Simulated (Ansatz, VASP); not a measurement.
# P: VASP beside Ansatz

INCAR

```
ALGO     = Normal         # electronic algorithm
EDIFF    = 1E-7           # SCF threshold, eV
ENCUT    = 520            # plane-wave cutoff, eV
GGA      = PS             # functional
ISIF     = 2              # what is computed and relaxed
ISMEAR   = 0              # smearing method
LASPH    = True           # aspherical terms in the spheres
LCHARG   = False          # write CHGCAR
LREAL    = False          # projectors in reciprocal space
LWAVE    = False          # write WAVECAR
NBANDS   = 8              # bands
NELM     = 60             # most SCF steps
PREC     = Accurate       # precision mode
SIGMA    = 0.1            # smearing width, eV
```

Contents of KPOINTS:

```
k-points
0
Gamma
  18 18 18
```

Contents of POSCAR:

```
P
1.0
    2.4216127201      0.0000000000      0.0000000000
    0.0000000000      2.4216127201      0.0000000000
    0.0242161272      0.0000000000      2.4216127201
P
1
Direct
    0.0000000000      0.0000000000      0.0000000000
```

Input for Ansatz:

```yaml
crystal:
  lattice:
    - [2.4216127201, 0.0, 0.0]
    - [0.0, 2.4216127201, 0.0]
    - [0.0242161272, 0.0, 2.4216127201]
  atoms:
    - { symbol: P, position: [0.0, 0.0, 0.0] }
basis:
  ecutwfc: 420
kpoints:
  mp_grid: { grid: [18, 18, 18] }
hamiltonian:
  xc: pbesol
scf:
  occupations: { method: gaussian, width: 0.1 }
output:
  forces: true
  stress: true
  eigenvalues: true
```

Change from the starting cell: shear of c along a, cell held, atoms relaxed: +1.0 %.

Alike in both runs: task single point; functional PBEsol; k mesh 18 × 18 × 18; occupations gaussian, width 0.1 eV; no spin polarisation.

|  | VASP | Ansatz |
| --- | --- | --- |
| version | VASP 6.6.1 | Ansatz 0.2.0 |
| potentials or method | VASP PAW PBE potentials, release 64 (P), cutoff 520 eV | scalar-relativistic, plane waves, PAW |
| valence electrons in the cell | 5 | 5 |

Ansatz gave:

```
gap on the k mesh at the Fermi level (eV)                     : none
pressure (GPa)                                                : 0.0
traceless stress, the component that is largest in VASP (GPa) : -0.72
```

Problem. Which values does VASP return?

Solution. gap on the k mesh at the Fermi level (eV): none; pressure (GPa): 0.1; traceless stress, the component that is largest in VASP (GPa): -0.72.

VASP's potentials were made for PBE, not for PBEsol. A gap of «none» marks a metal or a gap that the smearing closes.
